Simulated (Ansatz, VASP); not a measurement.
## KBr: VASP beside Ansatz

The input INCAR:

```
PREC = Accurate ; ENCUT = 500
EDIFF = 1E-6 ; ISMEAR = -1
SIGMA = 0.2 ; LREAL = F
LASPH = T ; NELM = 120
ALGO = Normal ; ISIF = 2
LWAVE = F ; LCHARG = F
GGA = PE ; NBANDS = 15
GGA_COMPAT = F
```

File KPOINTS:

```
Automatic mesh
0
Gamma
  4 4 4
```

Contents of POSCAR:

```
KBr
1.0
    0.0000000000      3.3022478201      3.3022478201
    3.3022478201      0.0000000000      3.3022478201
    3.3022478201      3.3022478201      0.0000000000
K Br
1 1
Direct
    0.0000000000      0.0000000000      0.0000000000
    0.5000000000      0.5000000000      0.5000000000
```

Input for Ansatz:

```yaml
crystal:
  lattice:
    - [0.0, 3.3022478201, 3.3022478201]
    - [3.3022478201, 0.0, 3.3022478201]
    - [3.3022478201, 3.3022478201, 0.0]
  atoms:
    - { symbol: K, position: [0.0, 0.0, 0.0] }
    - { symbol: Br, position: [0.5, 0.5, 0.5] }
kpoints:
  mp_grid: { grid: [4, 4, 4] }
hamiltonian:
  xc: pbe
scf:
  occupations: { method: fermi_dirac, width: 0.2 }
  n_extra_bands: 4
output:
  forces: true
  stress: true
  eigenvalues: true
```

Alike in both runs: task single point; functional PBE; k mesh 4 × 4 × 4; occupations fermi-dirac, width 0.2 eV; no spin polarisation.

```csv
,VASP,Ansatz
version,VASP 6.6.1,Ansatz 0.2.0
potentials or method,"VASP PAW PBE potentials, release 64 (K_sv, Br)",plane waves
plane-wave cutoff (eV),500,420
valence electrons in the cell,16,16
```

|  | VASP | Ansatz | Ansatz less VASP |
| --- | --- | --- | --- |
| pressure (GPa) | 0.7 | 0.7 | -0.03 |
